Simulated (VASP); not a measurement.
A run of VASP 6.6.1:

File INCAR:

```
PREC = Accurate ; ENCUT = 520
EDIFF = 1E-7 ; ISMEAR = 0
SIGMA = 0.1 ; LREAL = F
LASPH = T ; NELM = 80
ALGO = Normal ; ISIF = 2
LWAVE = F ; LCHARG = F
GGA = PE ; NBANDS = 14
```

File KPOINTS:

```
regular mesh
0
Gamma
  16 16 16
```

The input POSCAR:

```
B
1.0
    2.6529824349     -1.6636320867      0.0000000000
    2.6529824349      1.6636320867      0.0000000000
    0.0000000000      0.0000000000      2.9832141010
B
4
Direct
    0.5118288222      0.8148033123      0.2500000000
    0.8148033123      0.5118288222      0.7500000000
    0.1851966877      0.4881711778      0.2500000000
    0.4881711778      0.1851966877      0.7500000000
```

Potentials or basis: VASP PAW PBE potentials, release 64 (B).

The run is started by

```console
$ cat potpaw_PBE.64/B/POTCAR > POTCAR
$ mpirun -np 1 vasp_std > vasp.out
```

Hardware: 1 thread of Intel Xeon 8259CL, on a shared host.

Problem. How long does it take, and how much memory?

Solution. Wall time 2.6 min on 1 thread of Intel Xeon 8259CL (shared host), peak memory 0.28 GiB. Counts: scf iterations 13, k points 657.
